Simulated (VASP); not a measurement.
Here is a VASP 6.6.1 calculation.

The input INCAR:

```
SYSTEM = CuO
PREC = Accurate
ENCUT = 600
EDIFF = 1E-6
ISMEAR = 0
SIGMA = 0.05
LREAL = .False.
LASPH = .True.
NELM = 200
ALGO = Normal
ISIF = 2
LWAVE = .False.
LCHARG = .False.
ISPIN = 2
MAGMOM = 0 0
LORBIT = 11
LMAXMIX = 4
NBANDS = 20
GGA_COMPAT = .False.
```

Contents of KPOINTS:

```
Automatic mesh
0
Gamma
  7 7 7
  0 0 0
```

Contents of POSCAR:

```
CuO
1.0
    2.5525506100      0.0000000000      0.0000000000
    0.0000000000      2.5525506100      0.0000000000
    0.0000000000      0.0000000000      2.5525506100
Cu O
1 1
Direct
    0.0000000000      0.0000000000      0.0000000000
    0.5000000000      0.5000000000      0.5000000000
```

Potentials or basis: VASP PAW LDA potentials, release 64 (Cu, O).

The run is started by

```sh
$ cat potpaw_LDA.64/Cu/POTCAR potpaw_LDA.64/O/POTCAR > POTCAR
$ mpirun -np 1 vasp_std > vasp.out
```

Task: Predict the net moment.

Result: 0.00 μB per cell.

Task: What does it give for the pressure?

Result: 0.8 GPa.
